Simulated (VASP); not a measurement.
The system is Al3BP4.

```
B P Al
1.0
    -2.47680    2.47680    4.95361
     2.47680   -2.47680    4.95361
     2.47680    2.47680   -4.95361
B P Al
1 4 3
Direct
  0.00000 0.00000 0.00000
  0.37500 0.37500 0.50000
  0.12500 0.62500 0.00000
  0.87500 0.87500 0.50000
  0.62500 0.12500 0.00000
  0.75000 0.25000 0.50000
  0.50000 0.50000 0.00000
  0.25000 0.75000 0.50000
```

* Program: VASP 6.6.1
* Task: relaxation of cell and atoms
* Functional: PBE
* Potentials or basis: VASP PAW PBE potentials, release 64 (B, P, Al)
* Cutoff: 600 eV
* k mesh: 6 × 6 × 6
* Occupations: fermi-dirac, width 0.02 eV
* Spin: no spin polarisation

At the start: pressure 32.0 GPa; volume 15.19 Å³/atom.

Problem. Where does the relaxation end?

Solution. Over 16 steps the energy falls by 510.7 meV/atom and the volume is 18.25 Å³/atom (+20.1 %); space group I-42m (No. 121, to 0.1 Å) before and after.

The path:
```csv
step,energy change (eV),largest force (eV/Å),pressure (GPa),volume (Å³)
1,0.0000,4.2517,32.02,121.55
2,-2.1299,0.3647,-13.44,183.18
3,-3.5881,1.3746,-3.75,154.26
4,-3.5917,1.4373,-3.10,153.12
5,-3.5910,1.4756,-2.70,152.44
6,-3.9703,0.8134,-0.98,148.07
7,-4.0733,0.2136,1.06,144.45
8,-4.0740,0.2208,0.87,144.74
9,-4.0838,0.0884,-0.41,146.63
10,-4.0840,0.0955,-0.30,146.44
11,-4.0859,0.0126,-0.01,146.02
12,-4.0859,0.0088,0.03,145.97
13,-4.0859,0.0093,0.03,145.96
14,-4.0859,0.0053,0.00,146.02
15,-4.0859,0.0056,-0.02,146.05
16,-4.0859,0.0014,0.00,146.00
```

Final structure:
```xyz
8
Lattice="-2.6399 2.6399 5.2373 2.6399 -2.6399 5.2373 2.6399 2.6399 -5.2373" Properties=species:S:1:pos:R:3 pbc="T T T"
B     0.0000    0.0000    0.0000
P     1.1544    1.1544    1.1940
P     1.4855   -1.4855    4.0434
P     1.4855    1.4855    6.4313
P    -1.4855    1.4855    4.0434
Al    0.0000    2.6399    2.6187
Al    0.0000    0.0000    5.2373
Al    2.6399    0.0000    2.6187
```

Caveat: the volume moved by over 15 % at a fixed basis, so the end points are rough.
